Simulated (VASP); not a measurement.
**MgO: single point with r2SCAN**

MgO:

```
Mg O
1.0
     0.00000    2.10217    2.10217
     2.10217    0.00000    2.10217
     2.10217    2.10217    0.00000
Mg O
1 1
Direct
  0.00000 0.00000 0.00000
  0.50000 0.50000 0.50000
```

```
Program             : VASP 6.6.1
Task                : single point
Functional          : r2SCAN
Potentials or basis : VASP PAW PBE potentials, release 64 (Mg, O)
Cutoff              : 520 eV
k mesh              : 8 × 8 × 8
Occupations         : gaussian, width 0.01 eV
Spin                : no spin polarisation
```

```json
{
  "Pressure": "-1.1 GPa",
  "Band gap on the k mesh": "5.66 eV"
}
```

Levels at points of the mesh, in eV from the valence-band top:
```tsv
k point	band 2	band 3	band 4	band 5	band 6	band 7
(0.00, 0.00, 0.00)	0.00	0.00	0.00	5.66	16.87	16.87
(0.50, 0.00, 0.00)	-4.64	-0.68	-0.68	8.84	13.87	17.48
(0.50, 0.50, 0.00)	-4.12	-1.38	-1.38	10.04	11.12	14.35
```

It took 44 s on 1 thread of Intel Xeon 8259CL (shared host), peak memory 0.14 GiB.

Caveat: the PAW data sets were made with another functional, which shifts forces and pressure a little.
